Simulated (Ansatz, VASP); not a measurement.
**MgS in VASP and in Ansatz**

```
CELL_PARAMETERS angstrom
0.00000 2.83088 2.93534
2.83088 0.00000 2.93534
2.83088 2.83088 0.00000
ATOMIC_POSITIONS crystal
Mg 0.00000 0.00000 0.00000
S 0.25000 0.25000 0.25000
```

Change from the starting cell: uniaxial_z strain +3.7%.

Alike in both runs: task single point; functional HSE06; k mesh 6 × 6 × 6; no spin polarisation.

|  | VASP | Ansatz |
| --- | --- | --- |
| version | VASP 6.6.1 | Ansatz 0.2.0 |
| potentials or method | VASP PAW PBE potentials, release 64 (Mg, S) | plane waves, PAW |
| plane-wave cutoff (eV) | 520 | 420 |
| occupations | gaussian, width 0.01 eV | fixed |
| valence electrons in the cell | 8 | 16 |

|  | VASP | Ansatz | Ansatz less VASP |
| --- | --- | --- | --- |
| gap on the k mesh at the Fermi level (eV) | 4.28 | 4.30 | +0.018 |
| pressure (GPa) | -2.2 | -2.0 | +0.17 |
| traceless stress, the component that is largest in VASP (GPa) | -0.68 | -0.68 | +0.007 |

VASP's potentials hold 8 valence electrons a cell and Ansatz's 16, so a difference there can come from the potentials and not from the codes. Ansatz's warnings: stress exchange threshold loose, stress scf threshold loose.
